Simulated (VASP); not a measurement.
# K (P6_3/mmc) in VASP: a series of runs

Runs on K. Level: PBE+D3(BJ). Tasks: single point.

All numbers are computed with VASP 6.6.1; they aren't measurements. Logs are shortened: lines on timing, memory, paths and dates and some standing lists are left out, and cuts for length are marked.

**1. The cell of the first run**

The structure is hexagonal, space group P6_3/mmc (No. 194). Conventional cell: a = 4.464 Å, b = 4.464 Å, c = 7.301 Å, α = 90.00°, β = 90.00°, γ = 120.00°. K (site symmetry -6m2) has 12 K at 4.46 to 4.47 Å within 5.9 Å.

This isn't the form of K at room conditions, which is bcc.

**2. Single point, PBE+D3(BJ) (63.00 Å³/atom)**

File INCAR:

```
SYSTEM = K
PREC = Accurate ; ENCUT = 520
EDIFF = 1E-6 ; ISMEAR = 0
SIGMA = 0.1 ; LREAL = .False.
LASPH = .True. ; NELM = 60
ALGO = Fast ; ISIF = 2
LWAVE = .False. ; LCHARG = .True.
GGA = PE ; IVDW = 12
LELF = .True. ; LVHAR = .True.
NBANDS = 16
```

File KPOINTS:

```
regular mesh
0
Gamma
  12 12 6
  0 0 0
```

File POSCAR:

```
K
1.0
    4.4641821042      0.0000000000      0.0000000000
   -2.2320910521      3.8660951093      0.0000000000
    0.0000000000      0.0000000000      7.3011024250
K
2
Direct
    0.3333333333      0.6666666667      0.2500000000
    0.6666666667      0.3333333333      0.7500000000
```

Potentials or basis: VASP PAW PBE potentials, release 64 (K_sv).

Started as:

```
> cat potpaw_PBE.64/K_sv/POTCAR > POTCAR
> mpirun -np 1 vasp_std > vasp.out
```

OUTCAR:

```text
SYSTEM = K
   PREC = Accurate
   ENCUT = 520
   EDIFF = 1E-6
   ISMEAR = 0
   LREAL = .False.
   LASPH = .True.
   NELM = 60
   ISIF = 2
   GGA = PE
   IVDW = 12
 IVDW          = 12

 ion  position               nearest neighbor table
   1  0.333  0.667  0.250-
   2  0.667  0.333  0.750-

  LATTYP: Found a hexagonal cell.
 ALAT       =     4.4641821042
 C/A-ratio  =     1.6354849006

  Lattice vectors:

 A1 = (   4.4641821042,   0.0000000000,   0.0000000000)
 A2 = (  -2.2320910521,   3.8660951093,   0.0000000000)
 A3 = (   0.0000000000,   0.0000000000,   7.3011024250)

Analysis of symmetry for initial positions (statically):
=====================================================================
 Subroutine PRICEL returns:
 Original cell was already a primitive cell.

 Routine SETGRP: Setting up the symmetry group for a
 hexagonal supercell.

 Subroutine GETGRP returns: Found 24 space group operations
 (whereof 12 operations were pure point group operations)
 out of a pool of 24 trial point group operations.

The static configuration has the point symmetry D_3d.
 The point group associated with its full space group is D_6h.

Analysis of symmetry for dynamics (positions and initial velocities):
=====================================================================
 Subroutine PRICEL returns:
 Original cell was already a primitive cell.

 Routine SETGRP: Setting up the symmetry group for a
 hexagonal supercell.

 Subroutine GETGRP returns: Found 24 space group operations
 (whereof 12 operations were pure point group operations)
 out of a pool of 24 trial point group operations.

The dynamic configuration has the point symmetry D_3d.
 The point group associated with its full space group is D_6h.

 Subroutine INISYM returns: Found 24 space group operations
 (whereof 12 operations are pure point group operations),
 and found     1 'primitive' translations

----------------------------------------------------------------------------------------

                                     Primitive cell

  volume of cell :     126.0094

  direct lattice vectors                    reciprocal lattice vectors
     4.464182104  0.000000000  0.000000000     0.224005199  0.129329462  0.000000000
    -2.232091052  3.866095109  0.000000000     0.000000000  0.258658924  0.000000000
     0.000000000  0.000000000  7.301102425     0.000000000  0.000000000  0.136965617

  length of vectors
     4.464182104  4.464182104  7.301102425     0.258658924  0.258658924  0.136965617

  position of ions in fractional coordinates (direct lattice)
     0.333333333  0.666666667  0.250000000
     0.666666667  0.333333333  0.750000000

  ion indices of the primitive-cell ions
   primitive index   ion index
                 1           1
                 2           2

----------------------------------------------------------------------------------------

 KPOINTS: regular mesh

Automatic generation of k-mesh.
 Grid dimensions read from file:
 generate k-points for:   12   12    6

 Generating k-lattice:

  Cartesian coordinates                     Fractional coordinates (reciprocal lattice)
     0.018667100  0.010777455  0.000000000     0.083333333  0.000000000  0.000000000
     0.000000000  0.021554910  0.000000000     0.000000000  0.083333333  0.000000000
     0.000000000  0.000000000  0.022827603     0.000000000  0.000000000  0.166666667

  Length of vectors
     0.021554910  0.021554910  0.022827603

  Shift w.r.t. Gamma in fractional coordinates (k-lattice)
     0.000000000  0.000000000  0.000000000

 Subroutine IBZKPT returns following result:
 ===========================================

 Found     76 irreducible k-points:

 Following reciprocal coordinates:
            Coordinates               Weight
  0.000000  0.000000  0.000000      1.000000
  0.083333  0.000000  0.000000      6.000000
  0.166667  0.000000  0.000000      6.000000
  0.250000  0.000000  0.000000      6.000000
  0.333333  0.000000  0.000000      6.000000
  0.416667  0.000000  0.000000      6.000000
[... 16 lines left out ...]
  0.250000  0.000000  0.166667     12.000000
  0.333333  0.000000  0.166667     12.000000
 [... further k-points ...]
   k-points           NKPTS =     76   k-points in BZ     NKDIM =     76   number of bands    NBANDS=     16
   number of dos      NEDOS =    301   number of ions     NIONS =      2
   total plane-waves  NPLWV =  69984
   dimension x,y,z NGX =    36 NGY =   36 NGZ =   54
   dimension x,y,z NGXF=    72 NGYF=   72 NGZF=  108
   ions per type =               2
   NGX,Y,Z   is equivalent  to a cutoff of  13.41, 13.41, 12.30 a.u.
   NGXF,Y,Z  is equivalent  to a cutoff of  26.81, 26.81, 24.59 a.u.
 SYSTEM =  K
   PREC   = accura    normal or accurate (medium, high low for compatibility)
   ISTART =      0    job   : 0-new  1-cont  2-samecut
   ICHARG =      2    charge: 1-file 2-atom 10-const
   ISPIN  =      1    spin polarized calculation?
   LNONCOLLINEAR =      F non collinear calculations
   LSORBIT =      F    spin-orbit coupling
   LASPH  =      T    aspherical Exc in radial PAW
   ENCUT  =  520.0 eV  38.22 Ry    6.18 a.u.   8.30  8.30 13.58*2*pi/ulx,y,z
   NELM   =     60;   NELMIN=  2; NELMDL= -5     # of ELM steps
   EDIFF  = 0.1E-05   stopping-criterion for ELM
   LREAL  =      F    real-space projection
   EDIFFG = 0.1E-04   stopping-criterion for IOM
   NSW    =      0    number of steps for IOM
   IBRION =     -1    ionic relax: 0-MD 1-quasi-New 2-CG
   NFREE  =      0    steps in history (QN), initial steepest desc. (CG)
   ISIF   =      2    stress and relaxation
   ISYM   =      2    0-nonsym 1-usesym 2-fastsym
   POTIM  = 0.5000    time-step for ionic-motion
   TEBEG  =    0.0;   TEEND  =   0.0 temperature during run
   PSTRESS=    0.0 pullay stress
   NELECT =      18.0000    total number of electrons
   NUPDOWN=      -1.0000    fix difference up-down
   EMIN   =  10.00;   EMAX   =-10.00  energy-range for DOS
   EFERMI =   0.00;   METHOD = LEGACY
   ISMEAR =     0;   SIGMA  =   0.10  broadening in eV -4-tet -1-fermi 0-gaus
   EFERMI_NEDOS =   21; number of points for ismear=-14 and -15
   IALGO  =     68    algorithm
   IMIX   =      4    mixing-type and parameters
     AMIX     =   0.40;   BMIX     =  1.00
     AMIX_MAG =   1.60;   BMIX_MAG =  1.00
  volume/ion in A,a.u.               =      63.00       425.18
  Fermi-wavevector in a.u.,A,eV,Ry     =   0.855785  1.617199  9.964473  0.732368
  Thomas-Fermi vector in A             =   1.972587
   LORBIT       =      0    0 simple, 1 ext, 2 COOP (PROOUT), +10 PAW based schemes
   GGA     = PE    functional components
   LHFCALC =     F    Hartree Fock is set to
   AEXX    =    0.0000 exact exchange contribution
   IVDW    =    12    specifies the selected vdW correction
   LEPSILON=     F    determine dielectric tensor
   LRPA    =     F    only Hartree local field effects (RPA)
 non-spin polarized calculation
 RMM-DIIS sequential band-by-band and
 Gauss-broadening in eV      SIGMA  =   0.10
  energy-cutoff  :      520.00
  volume of cell :      126.01
 maximum number of plane-waves:      3412
 NGX is ok and might be reduce to    36
   NGX = 17   NGY = 17   NGZ = 27

 number of electron      18.0000002 magnetization

 Free energy of the ion-electron system (eV)
  ---------------------------------------------------
  ext. energy  EPLUGINS =         0.00000000
  ---------------------------------------------------
  free energy    TOTEN  =        -2.05311533 eV

  energy without entropy =       -2.04589744  energy(sigma->0) =       -2.04950638

 E-fermi :   0.2317     XC(G=0):  -6.0382

 val. band max:        0.2102642572   @ k =   0.1667   0.0000   0.1667
 cond. band min:       0.2371899629   @ k =   0.3333   0.1667   0.3333
 fundamental gap:      0.0269257057
 Fermi energy:         0.2316725578

 k-point     1 :       0.0000    0.0000    0.0000
  band No.  band energies     occupation
      1     -31.7996      2.00000
      2     -31.7918      2.00000
      3     -15.3494      2.00000
      4     -15.2506      2.00000
      5     -15.2506      2.00000
      6     -15.2353      2.00000
[... 8 lines left out ...]
     15       4.9106      0.00000
     16       4.9168      0.00000

 k-point     2 :       0.0833    0.0000    0.0000
  band No.  band energies     occupation
      1     -31.7991      2.00000
      2     -31.7916      2.00000
      3     -15.3468      2.00000
      4     -15.2564      2.00000
      5     -15.2524      2.00000
      6     -15.2414      2.00000
[... 8 lines left out ...]
     15       4.7649      0.00000
     16       4.9989      0.00000

 k-point     3 :       0.1667    0.0000    0.0000
  band No.  band energies     occupation
      1     -31.7978      2.00000
      2     -31.7910      2.00000
      3     -15.3394      2.00000
      4     -15.2725      2.00000
      5     -15.2577      2.00000
      6     -15.2574      2.00000
[... 8 lines left out ...]
     15       4.6861      0.00000
     16       4.9671      0.00000

 k-point     4 :       0.2500    0.0000    0.0000
  band No.  band energies     occupation
      1     -31.7960      2.00000
      2     -31.7902      2.00000
      3     -15.3283      2.00000
      4     -15.2946      2.00000
      5     -15.2795      2.00000
      6     -15.2639      2.00000
[... 8 lines left out ...]
     15       4.7694      0.00000
     16       4.9339      0.00000
[... 324 lines left out ...]
 k-point    22 :       0.1667    0.0000    0.1667
  band No.  band energies     occupation
      1     -31.7974      2.00000
      2     -31.7915      2.00000
      3     -15.3338      2.00000
      4     -15.2707      2.00000
      5     -15.2624      2.00000
      6     -15.2561      2.00000
[... 8 lines left out ...]
     15       4.6413      0.00000
     16       4.9437      0.00000

 k-point    23 :       0.2500    0.0000    0.1667
  band No.  band energies     occupation
      1     -31.7956      2.00000
      2     -31.7906      2.00000
      3     -15.3265      2.00000
      4     -15.2908      2.00000
      5     -15.2831      2.00000
      6     -15.2625      2.00000
[... 8 lines left out ...]
     15       4.7353      0.00000
     16       4.9411      0.00000

 k-point    24 :       0.3333    0.0000    0.1667
  band No.  band energies     occupation
      1     -31.7937      2.00000
      2     -31.7899      2.00000
      3     -15.3269      2.00000
      4     -15.3075      2.00000
      5     -15.2980      2.00000
      6     -15.2687      2.00000
[... 8 lines left out ...]
     15       4.5872      0.00000
     16       5.3348      0.00000

 [... further k-points ...]

------------------------ aborting loop because EDIFF is reached ----------------------------------------

 Edisp (eV)   -0.26384

 E8    (eV) :    -0.1414

  FORCE on cell =-STRESS in cart. coord.  units (eV):
  Direction    XX          YY          ZZ          XY          YZ          ZX
  --------------------------------------------------------------------------------------
  -------------------------------------------------------------------------------------
  Total       0.34630     0.34630     0.34370     0.00000     0.00000     0.00000
  in kB       4.40308     4.40308     4.37012     0.00000     0.00000     0.00000
  external pressure =        4.39 kB  Pullay stress =        0.00 kB

 VOLUME and BASIS-vectors are now :
 -----------------------------------------------------------------------------
  energy-cutoff  :      520.00
  volume of cell :      126.01
      direct lattice vectors                 reciprocal lattice vectors
     4.464182104  0.000000000  0.000000000     0.224005199  0.129329462  0.000000000
    -2.232091052  3.866095109  0.000000000     0.000000000  0.258658924  0.000000000
     0.000000000  0.000000000  7.301102425     0.000000000  0.000000000  0.136965617

 POSITION                                       TOTAL-FORCE (eV/Angst)
 -----------------------------------------------------------------------------------
     -0.00000      2.57740      1.82528         0.000000      0.000000      0.000000
      2.23209      1.28870      5.47583        -0.000000      0.000000     -0.000000
 -----------------------------------------------------------------------------------
    total drift:                               -0.000000      0.000000     -0.000000

  FREE ENERGIE OF THE ION-ELECTRON SYSTEM (eV)
  ---------------------------------------------------
  free  energy   TOTEN  =        -2.3169550374 eV

  energy  without entropy=       -2.3097371479  energy(sigma->0) =       -2.31334609
```

Wall time 55 s (1 thread of Intel Xeon 6975P-C (Granite Rapids), shared host); peak memory 0.32 GiB.

Results:

| Quantity | Value |
| --- | --- |
| Free energy | -2.3170 eV |
| Pressure | 0.4 GPa |
| Band gap on the k mesh | zero (bands 9 and 10 overlap by 2.80 eV) |
| Dispersion energy per atom | -0.132 eV |

Levels at points of the mesh, in eV from the Fermi level:
```csv
k point,band 7,band 8,band 9,band 10,band 11,band 12
"(0.00, 0.00, 0.00)",-15.47,-15.47,-2.36,0.33,0.64,4.24
"(0.50, 0.00, 0.00)",-15.49,-15.48,0.16,0.30,1.61,1.98
"(0.00, 0.00, 0.50)",-15.47,-15.47,-1.56,-1.56,2.87,2.87
"(0.50, 0.00, 0.50)",-15.50,-15.50,0.62,0.62,1.00,1.00
```

(Continued in part 2 of 2.)
